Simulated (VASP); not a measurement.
# BaTiO3 (Amm2) in VASP: a series of runs, part 2 of 3

VASP 6.6.1. The steps go on from the part before.

### Step 3. Electric field gradients, PBEsol (12.61 Å³/atom)

Input file INCAR:

```
  ALGO = Normal
  EDIFF = 1E-8
  ENCUT = 520
  GGA = PS
  ISIF = 2
  ISMEAR = -1
  LASPH = True
  LCHARG = False
  LEFG = True
  LREAL = False
  LWAVE = False
  NBANDS = 28
  NELM = 80
  PREC = Accurate
  SIGMA = 0.05
```

Input file KPOINTS:

```
k-points
0
Gamma
  8 8 8
```

Input file POSCAR:

```
BaTiO3
1.0
    3.9573602681      0.0000000000      0.0000000000
    0.0000000000      2.8180088222      2.8267000956
    0.0000000000     -2.8180088222      2.8267000956
Ba Ti O
1 1 3
Direct
    0.0000000000      0.0000000000      0.0000000000
    0.5000000000      0.5079000000      0.5079000000
    0.0000000000      0.4921000000      0.4921000000
    0.5000000000      0.5025100000      0.9937100000
    0.5000000000      0.9937100000      0.5025100000
```

Potentials or basis: VASP PAW PBE potentials, release 64 (Ba_sv, Ti_sv, O).

Launch:

```console
$ cat potpaw_PBE.64/Ba_sv/POTCAR potpaw_PBE.64/Ti_sv/POTCAR potpaw_PBE.64/O/POTCAR > POTCAR
$ mpirun -np 1 vasp_std > vasp.out
```

OUTCAR:

```text
EDIFF = 1E-8
   ENCUT = 520
   GGA = PS
   ISIF = 2
   ISMEAR = -1
   LASPH = True
   LREAL = False
   NELM = 80
   PREC = Accurate

 ion  position               nearest neighbor table
   1  0.000  0.000  0.000-   3 2.78   4 2.80   5 2.80   4 2.80   5 2.80   4 2.82   5 2.82   5 2.82
                             4 2.82   3 2.82   3 2.82   3 2.87   2 3.41   2 3.41   2 3.44   2 3.44
   2  0.500  0.508  0.508-   4 1.94   5 1.94   3 1.98   3 1.98   5 2.05   4 2.05   1 3.41   1 3.41
                             1 3.44   1 3.44   1 3.44   1 3.44   1 3.49   1 3.49
   3  0.000  0.492  0.492-   2 1.98   2 1.98   1 2.78   1 2.82   1 2.82   1 2.87
   4  0.500  0.503  0.994-   2 1.94   2 2.05   1 2.80   1 2.80   1 2.82   1 2.82
   5  0.500  0.994  0.503-   2 1.94   2 2.05   1 2.80   1 2.80   1 2.82   1 2.82

  LATTYP: Found a base centered orthorhombic cell.
 ALAT       =     5.6360176444
 B/A-ratio  =     1.0030841896
 C/A-ratio  =     0.7021554079

  Lattice vectors:

 A1 = (   0.0000000000,   2.8180088222,  -2.8267000956)
 A2 = (   0.0000000000,   2.8180088222,   2.8267000956)
 A3 = (   3.9573602681,   0.0000000000,   0.0000000000)

Analysis of symmetry for initial positions (statically):
=====================================================================
 Subroutine PRICEL returns:
 Original cell was already a primitive cell.

 Routine SETGRP: Setting up the symmetry group for a
 base centered orthorhombic supercell.

 Subroutine GETGRP returns: Found  4 space group operations
 (whereof  4 operations were pure point group operations)
 out of a pool of  8 trial point group operations.

The static configuration has the point symmetry C_2v.

[... 923 lines left out ...]
  --------------------------------------------------------------------------------------
  -------------------------------------------------------------------------------------
  Total        0.6826479      0.3918479      0.0998706      0.0000000      0.0000000      0.0000000
  in kB       17.3480105      9.9579606      2.5379932      0.0000000      0.0000000      0.0000000
  external PRESSURE =       9.9479881 kB  Pullay stress =       0.0000000 kB

 VOLUME and BASIS-vectors are now :
 -----------------------------------------------------------------------------
  energy-cutoff  :      520.00
  volume of cell :       63.05
      direct lattice vectors                 reciprocal lattice vectors
     3.957360268  0.000000000  0.000000000     0.252693698  0.000000000  0.000000000
     0.000000000  2.818008822  2.826700096     0.000000000  0.177430247  0.176884701
     0.000000000 -2.818008822  2.826700096     0.000000000 -0.177430247  0.176884701

 POSITION                                       TOTAL-FORCE (eV/Angst)
 -----------------------------------------------------------------------------------
      0.00000      0.00000      0.00000         0.000000      0.000000      0.089166
      1.97868      0.00000      2.87136         0.000000      0.000000      0.131155
      0.00000      0.00000      2.78204         0.000000      0.000000      0.092698
      1.97868     -1.38421      4.22937         0.000000     -0.028535     -0.156510
      1.97868      1.38421      4.22937         0.000000      0.028535     -0.156510
 -----------------------------------------------------------------------------------
    total drift:                                0.000000     -0.000000     -0.000029

  FREE ENERGIE OF THE ION-ELECTRON SYSTEM (eV)
  ---------------------------------------------------
  free  energy   TOTEN  =       -41.9820107060 eV

  energy  without entropy=      -41.9820107049  energy(sigma->0) =      -41.98201071

 Electric field gradients (V/A^2)
---------------------------------------------------------------------
 ion       V_xx      V_yy      V_zz      V_xy      V_xz      V_yz
---------------------------------------------------------------------
   1       0.719    -1.401     0.682     0.000     0.000    -0.000
   2      -6.049     3.189     2.860    -0.000     0.000     0.000
   3      20.450    -9.792   -10.658    -0.000    -0.000     0.000
   4     -11.258     5.123     6.135    -0.000     0.000   -15.454
   5     -11.258     5.123     6.135    -0.000     0.000    15.454
---------------------------------------------------------------------

 Electric field gradients after diagonalization (V/A^2)
 (convention: |V_zz| > |V_xx| > |V_yy|)
----------------------------------------------------------------------
 ion       V_xx      V_yy      V_zz     asymmetry (V_yy - V_xx)/ V_zz
----------------------------------------------------------------------
   1       0.719     0.682    -1.401       0.026
   2       3.189     2.860    -6.049       0.054
   3     -10.658    -9.792    20.450       0.042
   4     -11.258    -9.833    21.091       0.068
   5     -11.258    -9.833    21.091       0.068
----------------------------------------------------------------------

           NMR quadrupolar parameters

 Cq : quadrupolar parameter    Cq=e*Q*V_zz/h
 eta: asymmetry parameters     (V_yy - V_xx)/ V_zz
 Q  : nuclear electric quadrupole moment in mb (millibarn)
----------------------------------------------------------------------
 ion       Cq(MHz)       eta       Q (mb)
----------------------------------------------------------------------
   1      -0.003       0.026       1.000
   2      -0.015       0.054       1.000
   3       0.049       0.042       1.000
   4       0.051       0.068       1.000
   5       0.051       0.068       1.000
----------------------------------------------------------------------
```

OSZICAR:

```text
N       E                     dE             d eps       ncg     rms          rms(c)
DAV:   1     0.431782747252E+03    0.43178E+03   -0.20892E+04  5880   0.156E+03
DAV:   2    -0.683572706687E+01   -0.43862E+03   -0.41735E+03  6724   0.430E+02
DAV:   3    -0.501257961732E+02   -0.43290E+02   -0.42916E+02  8268   0.133E+02
DAV:   4    -0.521527780601E+02   -0.20270E+01   -0.20228E+01  8980   0.245E+01
DAV:   5    -0.522098523227E+02   -0.57074E-01   -0.57065E-01  7868   0.320E+00    0.231E+01
DAV:   6    -0.421821440636E+02    0.10028E+02   -0.52866E+01  8348   0.659E+01    0.976E+00
DAV:   7    -0.421308178147E+02    0.51326E-01   -0.87605E+00  7752   0.212E+01    0.686E+00
DAV:   8    -0.419769564095E+02    0.15386E+00   -0.89054E-01  7208   0.877E+00    0.264E+00
DAV:   9    -0.419992853613E+02   -0.22329E-01   -0.19593E-01  7632   0.280E+00    0.120E+00
DAV:  10    -0.419827838173E+02    0.16502E-01   -0.87616E-02  7120   0.285E+00    0.316E-01
DAV:  11    -0.419820782817E+02    0.70554E-03   -0.47519E-03  8632   0.515E-01    0.553E-02
DAV:  12    -0.419820396472E+02    0.38634E-04   -0.75209E-04  6708   0.290E-01    0.568E-02
DAV:  13    -0.419820116688E+02    0.27978E-04   -0.11695E-04  7244   0.691E-02    0.176E-02
DAV:  14    -0.419820132721E+02   -0.16034E-05   -0.77356E-06  7480   0.217E-02    0.206E-02
DAV:  15    -0.419820112655E+02    0.20066E-05   -0.24491E-06  7072   0.164E-02    0.653E-03
DAV:  16    -0.419820107079E+02    0.55758E-06   -0.13162E-06  8636   0.868E-03    0.233E-03
DAV:  17    -0.419820107060E+02    0.18995E-08   -0.83106E-08  7040   0.196E-03
   1 F= -.41982011E+02 E0= -.41982011E+02  d E =-.106005E-08
```

stdout:

```text
POSCAR found type information on POSCAR BaTiO
 POSCAR found :  3 types and       5 ions
 scaLAPACK will be used
 -----------------------------------------------------------------------------
|                                                                             |
|                                                                             |
|     You enforced a specific xc type in the INCAR file but a different       |
|     I HOPE YOU KNOW WHAT YOU ARE DOING!                                     |
|                                                                             |
 -----------------------------------------------------------------------------

 LDA part: xc-table for (Slater+PW92), standard interpolation
 POSCAR, INCAR and KPOINTS ok, starting setup
 FFT: planning ... GRIDC
 FFT: planning ... GRID_SOFT
 FFT: planning ... GRID
 WAVECAR not read
 entering main loop
ion   1

ion   2

ion   3

ion   4

ion   5
```

Wall time 1.7 min (1 thread of Intel Xeon 6975P-C (Granite Rapids), shared host); peak memory 0.3 GiB.

Results:

| Property | Result |
| --- | --- |
| Free energy | -41.9820 eV |
| Pressure | 1.0 GPa |
| Largest force | 0.159 eV/Å |
| Band gap on the k mesh | 1.78 eV (least direct gap 1.94 eV) |
| Largest electric field gradient by atom | Ba -1.4; Ti -6.0; O +20.4, +21.1 (each value once) V/Å² |

Forces on the atoms (eV/Å):
```
Ba   0.000  0.000  0.089
Ti   0.000  0.000  0.131
O    0.000  0.000  0.093
O    0.000 -0.029 -0.157
O    0.000  0.029 -0.157
```

Stress tensor (GPa, compression positive):
```
1.73 0.00 0.00
0.00 1.00 0.00
0.00 0.00 0.25
```

Levels at points of the mesh, in eV from the valence-band top:
```csv
k point,band 16,band 17,band 18,band 19,band 20,band 21,band 22,band 23,band 24,band 25
"(0.00, 0.00, 0.00)",-1.16,-1.14,-0.23,-0.19,-0.16,1.78,1.81,1.89,4.10,4.15
"(0.50, 0.00, 0.00)",-2.07,-1.90,-1.85,-0.79,-0.75,1.98,3.62,3.66,4.09,6.12
"(0.00, 0.50, 0.00)",-2.02,-1.87,-1.79,-0.78,-0.73,2.00,3.59,3.60,4.14,6.15
"(0.50, 0.50, 0.00)",-2.82,-1.73,-0.86,-0.86,-0.09,3.60,3.66,4.04,4.92,7.87
"(0.00, 0.50, 0.50)",-2.78,-1.71,-0.92,-0.89,-0.13,3.59,3.62,4.01,5.03,7.84
"(0.50, 0.50, 0.50)",-2.43,-2.38,-0.03,0.00,0.00,4.29,4.30,4.32,6.69,6.69
```

Electric field gradients, principal values (V/Å²):
```csv
atom,least,middle,greatest (by size)
1 Ba,0.682,0.719,-1.401
2 Ti,2.860,3.189,-6.049
3 O,-9.792,-10.658,20.450
4 O,-9.833,-11.258,21.091
5 O,-9.833,-11.258,21.091
```

Caveat: without QUAD_EFG the Cq values of the log hold for a quadrupole moment of 1 mb, not for the nuclei; the PAW data sets were made with another functional, which shifts forces and pressure a little; spin-orbit coupling is left out, which moves the levels of the heavy elements.

(Part 2 of 3 ends here.)
